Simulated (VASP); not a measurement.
A run of VASP 6.6.1 is set up as follows.

File INCAR:

```
SYSTEM = Li4BeNbP3
PREC = Accurate
ENCUT = 520
EDIFF = 1E-6
ISMEAR = 0
SIGMA = 0.1
LREAL = .FALSE.
LASPH = .TRUE.
NELM = 100
ALGO = Normal
ISIF = 2
LWAVE = .FALSE.
LCHARG = .FALSE.
GGA = PE
NBANDS = 31
```

KPOINTS

```
regular mesh
0
G
  8 8 8
  0 0 0
```

POSCAR

```
Li4BeNbP3
1.0
    5.4371942845      0.0000000000      0.0000000000
    0.0000000000      5.4371942845      0.0000000000
    0.0000000000      0.0000000000      5.4371942845
Li Be Nb P
4 1 1 3
Direct
    0.2726972060      0.2726972060      0.2726972060
    0.7273027940      0.7273027940      0.2726972060
    0.2726972060      0.7273027940      0.7273027940
    0.7273027940      0.2726972060      0.7273027940
    0.5000000000      0.5000000000      0.5000000000
    0.0000000000      0.0000000000      0.0000000000
    0.0000000000      0.5000000000      0.0000000000
    0.0000000000      0.0000000000      0.5000000000
    0.5000000000      0.0000000000      0.0000000000
```

Potentials or basis: VASP PAW PBE potentials, release 64 (Li_sv, Be, Nb_sv, P).

The run is started by

```sh
$ cat potpaw_PBE.64/Li_sv/POTCAR potpaw_PBE.64/Be/POTCAR potpaw_PBE.64/Nb_sv/POTCAR potpaw_PBE.64/P/POTCAR > POTCAR
$ mpirun -np 1 vasp_std > vasp.out
```

(1) Estimate the band gap on the k mesh.

Results:

(1) zero (band 21 reaches 3.81 eV, above the bottom of band 22 at 2.90 eV).
